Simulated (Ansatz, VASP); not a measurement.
## One calculation of AgCl, two programs

File INCAR:

```
SYSTEM = AgCl
PREC = Accurate ; ENCUT = 520
EDIFF = 1E-6 ; ISMEAR = 0
SIGMA = 0.05 ; LREAL = .False.
LASPH = .True. ; NELM = 100
ALGO = Normal ; ISIF = 2
LWAVE = .False. ; LCHARG = .True.
GGA = PE ; LELF = .True.
LVHAR = .True. ; NBANDS = 16
```

KPOINTS

```
Automatic mesh
0
Gamma
  8 8 8
  0 0 0
```

POSCAR

```
AgCl
1.0
    0.0000000000      2.8551282507      2.8551282507
    2.8060228508      0.0491053999      2.8060228508
    2.8060228508      2.8060228508      0.0491053999
Ag Cl
1 1
Direct
    0.5000000000      0.5000000000      0.5000000000
    0.0000000000      0.0000000000      0.0000000000
```

Input for Ansatz:

```yaml
crystal:
  lattice:
    - [0.0, 2.8551282507, 2.8551282507]
    - [2.8060228508, 0.0491053999, 2.8060228508]
    - [2.8060228508, 2.8060228508, 0.0491053999]
  atoms:
    - { symbol: Ag, position: [0.5, 0.5, 0.5] }
    - { symbol: Cl, position: [0.0, 0.0, 0.0] }
basis:
  ecutwfc: 420
kpoints:
  mp_grid: { grid: [8, 8, 8] }
hamiltonian:
  xc: pbe
scf:
  occupations: { method: gaussian, width: 0.05 }
output:
  forces: true
  stress: true
  eigenvalues: true
```

Change from the starting cell: strain +0.0350 x Voigt [0, 0, 0, 1, 0, 0], atoms carried along.

Alike in both runs: task single point; functional PBE; k mesh 8 × 8 × 8; occupations gaussian, width 0.05 eV; no spin polarisation.

```csv
,VASP,Ansatz
version,VASP 6.6.1,Ansatz 0.2.0
potentials or method,"VASP PAW PBE potentials, release 64 (Ag, Cl), cutoff 520 eV","scalar-relativistic, plane waves, PAW"
valence electrons in the cell,18,26
```

```csv
,VASP,Ansatz,Ansatz less VASP
gap on the k mesh at the Fermi level (eV),0.89,0.89,+0.003
least direct gap on the mesh (eV),3.02,3.02,-0.001
pressure (GPa),-0.1,0.0,+0.13
"traceless stress, the component that is largest in VASP (GPa)",-0.22,-0.22,0.000
```

VASP's potentials hold 18 valence electrons a cell and Ansatz's 26, so a difference there can come from the potentials and not from the codes.
